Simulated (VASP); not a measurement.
Runs of VASP 6.6.1 on PbI2. The structure is that of space group P-3m1 (No. 164), or close to it. The cells are those of the table. 

```csv
level,cell,k mesh,smearing,gap on the mesh (eV),pressure (GPa),largest force (eV/Å)
PBEsol,"a = 4.555, b = 4.555, c = 6.977 Å, angles 90.0, 90.0, 120.0°, 3 atoms",6 × 6 × 2,gaussian 0.1 eV,2.11,0.1,0.01
PBE,"a = 4.555, b = 4.555, c = 6.977 Å, angles 90.0, 90.0, 120.0°, 3 atoms",6 × 6 × 2,fermi-dirac 0.51 eV,2.24,2.1,0.22
PBE,"a = 4.555, b = 4.555, c = 6.977 Å, angles 90.0, 90.0, 120.0°, 3 atoms",3 × 3 × 1,gaussian 0.1 eV,2.77,1.4,0.19
BLYP,"a = 4.555, b = 4.555, c = 6.977 Å, angles 90.0, 90.0, 120.0°, 3 atoms","2 × 2 × 1, shifted",gaussian 0.1 eV,2.20,4.9,0.10
PBE,"a = 4.555, b = 4.555, c = 6.977 Å, angles 90.0, 90.0, 120.0°, 3 atoms",6 × 6 × 2,gaussian 0.1 eV,2.22,1.8,0.17
PBEsol,"a = 4.758, b = 4.758, c = 7.288 Å, angles 90.0, 90.0, 120.0°, 3 atoms",3 × 3 × 1,gaussian 0.1 eV,(a),-2.8,(d)
PBE,"a = 4.555, b = 4.555, c = 6.977 Å, angles 90.0, 90.0, 120.0°, 3 atoms",1 × 7 × 1,gaussian 0.1 eV,2.61,6.9,(c)
revPBE,"a = 4.555, b = 4.555, c = 6.977 Å, angles 90.0, 90.0, 120.0°, 3 atoms",6 × 6 × 2,fermi-dirac 0.017 eV,(b),2.9,0.20
```

Alike in all rows: task single point; potentials or basis VASP PAW PBE potentials, release 64 (Pb_d, I); no spin polarisation; cutoff (eV) 500.

**Question.** Fill in the values left out.

**Answer.** (a) 2.68; (b) 2.32; (c) 0.39; (d) 0.49.

Caveats: all runs use coarse meshes; spin-orbit coupling is left out, which moves the levels of the heavy elements; this functional lacks dispersion, which binds the layers, so the pressure and a relaxed spacing across them are unreliable; the PAW data sets were made with another functional, which shifts forces and pressure a little (some runs).

A k mesh can miss the band edges, and the runs leave out spin-orbit coupling on I, Pb.
